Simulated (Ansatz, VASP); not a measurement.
Two plane-wave programs on BaTiO3

INCAR

```
ALGO = Normal
EDIFF = 1E-6
ENCUT = 520
GGA = PE
ISIF = 2
ISMEAR = 0
LASPH = True
LCHARG = True
LELF = True
LREAL = False
LVHAR = True
LWAVE = False
NBANDS = 28
NELM = 80
PREC = Accurate
SIGMA = 0.02
```

KPOINTS

```
k-points
0
Gamma
  8 8 8
```

POSCAR

```
BaTiO3
1.0
    3.9723905716      0.0000000000      0.0000000000
    0.0000000000      2.8905577598      2.9158992941
    0.0000000000     -2.8905577598      2.9158992941
Ba Ti O
1 1 3
Direct
    0.0000000000      0.0115969521      0.0115969521
    0.5000000000      0.5278060064      0.5278060064
    0.0000000000      0.4872863765      0.4872863765
    0.5000000000      0.4931620084      0.9763686566
    0.5000000000      0.9763686566      0.4931620084
```

Input for Ansatz:

```yaml
crystal:
  lattice:
    - [3.9723905716, 0.0, 0.0]
    - [0.0, 2.8905577598, 2.9158992941]
    - [0.0, -2.8905577598, 2.9158992941]
  atoms:
    - { symbol: Ba, position: [0.0, 0.0115969521, 0.0115969521] }
    - { symbol: Ti, position: [0.5, 0.5278060064, 0.5278060064] }
    - { symbol: O, position: [0.0, 0.4872863765, 0.4872863765] }
    - { symbol: O, position: [0.5, 0.4931620084, 0.9763686566] }
    - { symbol: O, position: [0.5, 0.9763686566, 0.4931620084] }
basis:
  ecutwfc: 420
kpoints:
  mp_grid: { grid: [8, 8, 8] }
  band_path:
    path:
      - [[0.0, 0.0, 0.0], [0.0, 0.5, 0.5], [0.0, 0.50432652, 0.49567348]]
      - [[0.0, 0.49567348, -0.49567348], [0.0, 0.0, 0.0], [0.5, 0.0, 0.0], [0.5, 0.49567348, -0.49567348]]
      - [[0.5, 0.50432652, 0.49567348], [0.5, 0.5, 0.5], [0.0, 0.5, 0.5]]
      - [[0.0, 0.0, 0.0], [0.0, 0.5, 0.0], [0.5, 0.5, 0.0], [0.5, 0.0, 0.0], [0.5, 0.5, 0.5]]
    npoints: 14
hamiltonian:
  xc: pbe
scf:
  occupations: { method: gaussian, width: 0.02 }
  n_extra_bands: 12
output:
  forces: true
  stress: true
  eigenvalues: true
  populations: true
  dos: { projected: true, de: 0.02, nscf_kmesh: { grid: [12, 12, 12] } }
  bader: true
  write_density: true
  write_potential: true
  elf: true
  volumetric_format: npy
```

Alike in both runs: task single point; functional PBE; k mesh 8 × 8 × 8; occupations gaussian, width 0.02 eV; no spin polarisation.

|  | VASP | Ansatz |
| --- | --- | --- |
| version | VASP 6.6.1 | Ansatz 0.2.0 |
| potentials or method | VASP PAW PBE potentials, release 64 (Ba_sv, Ti_sv, O), cutoff 520 eV | scalar-relativistic, plane waves, PAW |
| valence electrons in the cell | 40 | 40 |

```csv
,VASP,Ansatz,Ansatz less VASP
gap on the k mesh at the Fermi level (eV),2.35,2.39,+0.042
least direct gap on the mesh (eV),2.89,2.90,+0.013
pressure (GPa),1.6,0.0,-1.57
"traceless stress, the component that is largest in VASP (GPa)",0.06,0.01,-0.047
rms of the force components (eV/Å),0.037,0.001,-0.0358
```

Atom by atom the forces differ by 0.036 eV/Å (rms over components).

Neither program's run includes spin-orbit coupling.
